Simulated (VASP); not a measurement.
Li3Ta2O, 6 atoms in the cell. Symmetry: P-3m1, No. 164, trigonal system. The conventional cell has a = 3.372 Å, b = 3.372 Å, c = 8.290 Å, α = 90.00°, β = 90.00°, γ = 120.00°. Within 3.2 Å of Li (site symmetry -3m) lie 6 Ta at 2.42 Å. Li (site symmetry 3m) has 3 O at 2.32 Å and 3 Ta at 2.43 Å and 3 Li at 3.18 Å within 3.2 Å. Ta (site symmetry 3m) has 6 Li at 2.42 to 2.43 Å within 3.2 Å. Within 3.1 Å of O (site symmetry -3m) lie 6 Li at 2.32 Å. The cell was generated, and may not be a known phase.

```yaml
Program: VASP 6.6.1
Task: single point
Functional: PBE
Potentials_or_basis: VASP PAW PBE potentials, release 64 (Li_sv, Ta_pv, O)
Cutoff: 520 eV
k_mesh: 6 × 6 × 2
Occupations: gaussian, width 0.1 eV
Spin: no spin polarisation
Dipole_correction: no
Further_INCAR_settings: ALGO = Normal; EDIFF = 1e-07; NBANDS = 28
```

Potentials or basis: VASP PAW PBE potentials, release 64 (Li_sv, Ta_pv, O).

Run with:

```console
$ cat potpaw_PBE.64/Li_sv/POTCAR potpaw_PBE.64/Ta_pv/POTCAR potpaw_PBE.64/O/POTCAR > POTCAR
$ mpirun -np 1 vasp_std > vasp.out
```

Hardware: 1 thread of Intel Xeon 8259CL (shared host).

Question: Estimate the wall time of this run.

Answer: Wall time 39 s on 1 thread of Intel Xeon 8259CL, on a shared host, peak memory 0.22 GiB. Counts: scf iterations 16, k points 14.
